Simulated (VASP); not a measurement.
**Cu: relaxation of cell and atoms with RPBE**

The system is Cu.

```
Cu
1.0
    -0.00443    1.78843    1.83853
     1.82291   -0.01749    1.85160
     1.78282    1.76140    0.02260
Cu
1
Direct
  0.00000 0.00000 0.00000
```

| Item | Value |
| --- | --- |
| Program | VASP 6.6.1 |
| Task | relaxation of cell and atoms |
| Functional | RPBE |
| Potentials or basis | VASP PAW PBE potentials, release 64 (Cu) |
| Cutoff | 600 eV |
| k mesh | 13 × 12 × 13 |
| Occupations | fermi-dirac, width 0.05 eV |
| Spin | no spin polarisation |
| Dipole correction | no |
| Further INCAR settings | ALGO = Fast; EDIFF = 1e-07; IBRION = 2; EDIFFG = -0.01; NSW = 60; ISIF = 3 |

```json
{"Relaxed volume": "12.44 Å³/atom", "Relaxed cell": "a = 2.591 Å, b = 2.617 Å, c = 2.591 Å, α = 60.07°, β = 60.11°, γ = 60.01°", "Space group after relaxing (to 0.1 Å)": "Fm-3m (No. 225)", "Energy gained by relaxing": "17.3 meV/atom", "Ionic steps": "19", "Pressure after relaxing": "0.0 GPa", "Band gap on the k mesh": "zero (an odd number of electrons rules out a gap without spin polarisation)"}
```

Stress tensor (GPa, compression positive):
```
 0.03 -0.03  0.01
-0.03  0.11  0.01
 0.01  0.01 -0.04
```

Step by step:
| step | energy change (eV) | largest force (eV/Å) | pressure (GPa) | volume (Å³) |
| --- | --- | --- | --- | --- |
| 1 | 0.0000 | 0.0000 | 8.06 | 11.81 |
| 2 | -0.0122 | 0.0000 | -3.54 | 12.85 |
| 3 | -0.0163 | 0.0000 | -0.14 | 12.46 |
| 4 | -0.0163 | 0.0000 | -0.26 | 12.48 |
| 5 | -0.0169 | 0.0000 | -0.21 | 12.46 |
| 6 | -0.0171 | 0.0000 | -0.05 | 12.44 |
| 7 | -0.0171 | 0.0000 | -0.13 | 12.44 |
| 8 | -0.0172 | 0.0000 | 0.35 | 12.42 |
| 9 | -0.0172 | 0.0000 | 0.62 | 12.41 |
| 10 | -0.0172 | 0.0000 | 0.24 | 12.41 |
| 11 | -0.0172 | 0.0000 | 0.04 | 12.42 |
| 12 | -0.0173 | 0.0000 | -0.21 | 12.42 |
| 13 | -0.0173 | 0.0000 | 0.51 | 12.42 |
| 14 | -0.0173 | 0.0000 | 0.16 | 12.42 |
| 15 | -0.0173 | 0.0000 | 0.23 | 12.42 |
| 16 | -0.0173 | 0.0000 | 0.11 | 12.43 |
| 17 | -0.0173 | 0.0000 | 0.09 | 12.44 |
| 18 | -0.0173 | 0.0000 | 0.06 | 12.44 |
| 19 | -0.0173 | 0.0000 | 0.03 | 12.44 |

Final structure:
```
Cu
1.0
     0.00253    1.82643    1.83837
     1.84930   -0.01031    1.85108
     1.83689    1.82702    0.00225
Cu
1
Direct
  0.00000 0.00000 0.00000
```

Levels at points of the mesh, in eV from the Fermi level:
```csv
k point,band 4,band 5,band 6,band 7,band 8,band 9
"(0.00, 0.00, 0.00)",-2.87,-2.15,-2.12,22.07,24.16,24.57
"(0.00, 0.50, 0.00)",-1.62,-1.61,-0.96,3.38,20.73,21.45
```

It took 26 min on 1 thread of Intel Xeon 8259CL, with other jobs on the host, peak memory 0.34 GiB.

Caveat: the PAW data sets were made with another functional, which shifts forces and pressure a little. RPBE and its kin give volumes clearly too large for solids.
